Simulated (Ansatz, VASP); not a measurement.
# One calculation of Nb, two programs

Contents of POSCAR:

```
Nb
1.0
    0.0000000000      2.0515500000      2.1467250000
    2.0515500000      0.0000000000      2.1467250000
    2.0515500000      2.0515500000      0.0000000000
Nb
1
Direct
    0.0000000000      0.0000000000      0.0000000000
```

The input INCAR.step1:

```
SYSTEM = Nb
  ALGO = Normal
  EDIFF = 1E-4
  ENCUT = 520
  GGA = PE
  ISMEAR = 0
  LASPH = .TRUE.
  LCHARG = .FALSE.
  LREAL = .FALSE.
  LWAVE = .TRUE.
  NBANDS = 12
  NELM = 80
  PREC = Accurate
  SIGMA = 0.15
```

The input INCAR.step2:

```
SYSTEM = Nb
  ALGO = Normal
  EDIFF = 1E-6
  ENCUT = 520
  ISIF = 2
  ISMEAR = 0
  ISTART = 1
  LASPH = .TRUE.
  LCHARG = .FALSE.
  LMIXTAU = .TRUE.
  LREAL = .FALSE.
  LWAVE = .FALSE.
  METAGGA = R2SCAN
  NBANDS = 12
  NELM = 80
  PREC = Accurate
  SIGMA = 0.15
```

KPOINTS

```
k-points
0
G
  20 20 20
  0 0 0
```

Input for Ansatz:

```yaml
crystal:
  lattice:
    - [0.0, 2.05155, 2.146725]
    - [2.05155, 0.0, 2.146725]
    - [2.05155, 2.05155, 0.0]
  atoms:
    - { symbol: Nb, position: [0.0, 0.0, 0.0] }
basis:
  ecutwfc: 500
kpoints:
  mp_grid: { grid: [20, 20, 20] }
hamiltonian:
  xc: r2scan
scf:
  occupations: { method: gaussian, width: 0.15 }
output:
  forces: true
  stress: true
  eigenvalues: true
```

Change from the starting cell: strain -0.030 along x and y, +0.015 along z, atoms carried along.

Alike in both runs: task single point; functional r2SCAN; k mesh 20 × 20 × 20; occupations gaussian, width 0.15 eV; no spin polarisation.

|  | VASP | Ansatz |
| --- | --- | --- |
| version | VASP 6.6.1 | Ansatz 0.2.0 |
| potentials or method | VASP PAW PBE potentials, release 64 (Nb_sv), cutoff 520 eV | scalar-relativistic, plane waves, PAW |
| valence electrons in the cell | 13 | 13 |

Ansatz gave:

```
gap on the k mesh at the Fermi level (eV)                     : none
pressure (GPa)                                                : 5.5
traceless stress, the component that is largest in VASP (GPa) : 8.01
```

Question: Which values does VASP return?

Answer: gap on the k mesh at the Fermi level (eV): none; pressure (GPa): 5.3; traceless stress, the component that is largest in VASP (GPa): 7.98.

VASP's potentials were made for PBE, not for r2SCAN. A gap of «none» marks a metal or a gap that the smearing closes.
